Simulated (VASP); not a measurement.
Crystal: NaTiBr3.

```
CELL_PARAMETERS angstrom
4.90115 0.00000 0.00000
0.00000 4.90115 0.00000
0.00000 0.00000 4.90115
ATOMIC_POSITIONS crystal
Na 0.00000 0.00000 0.00000
Ti 0.50000 0.50000 0.50000
Br 0.00000 0.50000 0.50000
Br 0.50000 0.00000 0.50000
Br 0.50000 0.50000 0.00000
```

* Program: VASP 6.6.1
* Task: relaxation of cell and atoms
* Functional: PBE
* Potentials or basis: VASP PAW PBE potentials, release 64 (Na_pv, Ti_sv, Br)
* Cutoff: 600 eV
* k mesh: 4 × 4 × 4
* Occupations: gaussian, width 0.1 eV
* Spin: collinear spin
* Starting moments: [0.0, 1.2, 0.0, 0.0, 0.0] μB

At the start: pressure 10.7 GPa; volume 23.55 Å³/atom.

Problem. How do energy, volume and symmetry change on relaxing?

Solution. Over 3 steps the energy falls by 175.6 meV/atom and the volume is 29.78 Å³/atom (+26.5 %); space group Pm-3m (No. 221, to 0.1 Å) before and after; moment 2.00 μB per cell.

Step by step:
```
step  energy change (eV)  largest force (eV/Å)  pressure (GPa)  volume (Å³)
   1              0.0000                0.0000           10.72       117.73
   2             -0.8750                0.0000            0.44       146.66
   3             -0.8778                0.0000            0.01       148.92
```

Final structure:
```cif
data_structure
_symmetry_space_group_name_H-M 'P 1'
_symmetry_Int_Tables_number 1
_cell_length_a 5.3005
_cell_length_b 5.3005
_cell_length_c 5.3005
_cell_angle_alpha 90.000
_cell_angle_beta 90.000
_cell_angle_gamma 90.000
_cell_volume 148.92
loop_
_atom_site_label
_atom_site_type_symbol
_atom_site_fract_x
_atom_site_fract_y
_atom_site_fract_z
_atom_site_occupancy
Na1 Na 0.00000 0.00000 0.00000 1
Ti1 Ti 0.50000 0.50000 0.50000 1
Br1 Br 0.00000 0.50000 0.50000 1
Br2 Br 0.50000 0.00000 0.50000 1
Br3 Br 0.50000 0.50000 0.00000 1
```

Caveat: the volume moved by over 15 % at a fixed basis, so the end points are rough.
